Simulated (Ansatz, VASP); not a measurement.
## EuO in VASP and in Ansatz

The input INCAR:

```
SYSTEM = EuO
PREC = Accurate ; ENCUT = 600
EDIFF = 1E-6 ; ISMEAR = 0
SIGMA = 0.05 ; LREAL = .FALSE.
LASPH = .TRUE. ; NELM = 200
ALGO = Normal ; ISIF = 2
LWAVE = .FALSE. ; LCHARG = .FALSE.
ISPIN = 2 ; MAGMOM = 7.46 -0.09
LORBIT = 11 ; LMAXMIX = 6
LDAU = .TRUE. ; LDAUTYPE = 2
LDAUL = 3 -1 ; LDAUU = 6 0
LDAUJ = 0 0 ; LDAUPRINT = 1
GGA = PE ; NBANDS = 22
GGA_COMPAT = .FALSE.
```

The input KPOINTS:

```
regular mesh
0
G
  10 10 10
  0 0 0
```

Contents of POSCAR:

```
EuO
1.0
    0.0000000000      2.6223567601      2.6223567601
    2.6223567601      0.0000000000      2.6223567601
    2.6223567601      2.6223567601      0.0000000000
Eu O
1 1
Direct
    0.0000000000      0.0000000000      0.0000000000
    0.5000000000      0.5000000000      0.5000000000
```

Input for Ansatz:

```yaml
crystal:
  lattice:
    - [0.0, 2.6223567601, 2.6223567601]
    - [2.6223567601, 0.0, 2.6223567601]
    - [2.6223567601, 2.6223567601, 0.0]
  atoms:
    - { symbol: Eu, position: [0.0, 0.0, 0.0], spin: 7.45 }
    - { symbol: O, position: [0.5, 0.5, 0.5] }
basis:
  ecutwfc: 420
  ecutrho_ratio: 4
kpoints:
  mp_grid: { grid: [10, 10, 10] }
hamiltonian:
  xc: pbe
  hubbard:
    sites:
      - { species: Eu, l: f, u_eff: 6.0, starting_ns: start.occupation_matrices }
    ns_hold: { iters: 6 }
scf:
  occupations: { method: gaussian, width: 0.05 }
  lower_state_search: "off"
output:
  forces: true
  stress: true
  eigenvalues: true
  populations: true
  hubbard: { sites: [{ species: Eu, l: f }] }
magnetization:
  spin_polarized: true
```

Alike in both runs: task single point; functional PBE; k mesh 10 × 10 × 10; occupations gaussian, width 0.05 eV; collinear spin; Hubbard terms Eu f U = 6.0 eV.

```csv
,VASP,Ansatz
version,VASP 6.6.1,Ansatz 0.2.0
potentials or method,"VASP PAW PBE potentials, release 64 (Eu, O), cutoff 600 eV","scalar-relativistic, plane waves, PAW"
valence electrons in the cell,23,23
```

VASP gave:

```
gap on the k mesh at the Fermi level (eV)                     : 0.26
least direct gap on the mesh (eV)                             : 0.41
pressure (GPa)                                                : -3.4
net moment per atom (μB)                                      : 3.50
size of the moment on the site where the two differ most (μB) : 6.73
```

**Question.** What did Ansatz give for the same quantities?

**Answer.** gap on the k mesh at the Fermi level (eV): 0.59; least direct gap on the mesh (eV): 0.82; pressure (GPa): -3.1; net moment per atom (μB): 3.50; size of the moment on the site where the two differ most (μB): 6.78.

Site moments also hang on the region over which each program counts them. The programs project onto different local orbitals, so the same U acts differently, and such runs can settle in different states.

Neither program's run includes spin-orbit coupling.
